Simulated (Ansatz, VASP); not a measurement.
**Two plane-wave programs on LiH**

```
CELL_PARAMETERS angstrom
0.01018 2.03675 2.03675
2.03675 0.01018 2.03675
2.04693 2.04693 0.00000
ATOMIC_POSITIONS crystal
Li 0.00000 0.00000 0.00000
H 0.50000 0.50000 0.50000
```

Alike in both runs: functional PBEsol; k mesh 9 × 9 × 9; occupations fermi-dirac, width 0.05 eV; no spin polarisation.

|  | VASP | Ansatz |
| --- | --- | --- |
| version | VASP 6.6.1 | Ansatz 0.2.0 |
| potentials or method | VASP PAW PBE potentials, release 64 (Li_sv, H) | Ansatz PAW |
| plane-wave cutoff (eV) | 520 | 420 |
| valence electrons in the cell | 4 | 4 |
| task | single point | band structure |

Ansatz gave:

```
gap on the k mesh at the Fermi level (eV) : 3.06
least direct gap on the mesh (eV)         : 3.07
```

Task: What did VASP give for the same quantities?

Result: gap on the k mesh at the Fermi level (eV): 3.06; least direct gap on the mesh (eV): 3.06.

VASP's potentials were made for PBE, not for PBEsol. With one functional, cell and mesh, what is left measures potentials, basis and numerics.

Noted on VASP's run: the cutoff is short for stress, so the pressure is rough. Noted on Ansatz's run: the k mesh misses the band edges, so the gap on the mesh is wider than the one along the path.
